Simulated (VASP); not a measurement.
Runs of VASP 6.6.1 on Pd. The structure is that of space group Fd-3m (No. 227), or close to it. The cells are those of the table. This isn't the form of Pd at room conditions, which is fcc.

```csv
task,cell,gap on the mesh (eV),pressure (GPa),moment (μB)
single point,"a = 4.018 Å, angles 60.0°, 2 atoms",none,10.1,0.90
single point,"a = 4.354 Å, angles 60.0°, 2 atoms",none,(a),0.84
relaxation of cell and atoms,"relaxed from a = 3.830 Å, angles 60.0°, 2 atoms",none,0.1,0.88
single point,"a = 4.302 Å, angles 60.0°, 2 atoms",none,-3.4,(b)
single point,"a = 4.248 Å, angles 60.0°, 2 atoms",none,-1.9,0.87
single point,"a = 4.193 Å, angles 60.0°, 2 atoms",none,0.1,0.88
single point,"a = 4.136 Å, angles 60.0°, 2 atoms",none,2.6,0.88
```

Alike in all rows: level BLYP; potentials or basis VASP PAW PBE potentials, release 64 (Pd); spin collinear; k mesh 10 × 10 × 10; cutoff (eV) 500; smearing fermi-dirac 0.05 eV.

Estimate the missing entries.

(a) -4.5; (b) 0.86.

Caveats: the PAW data sets were made with another functional, which shifts forces and pressure a little; the cell stands under tension (at least some runs); the cell stands under pressure (at least some runs).

A k mesh can miss the band edges, and the runs leave out spin-orbit coupling on Pd.

A gap of «none» marks levels without a gap at the run's occupations.
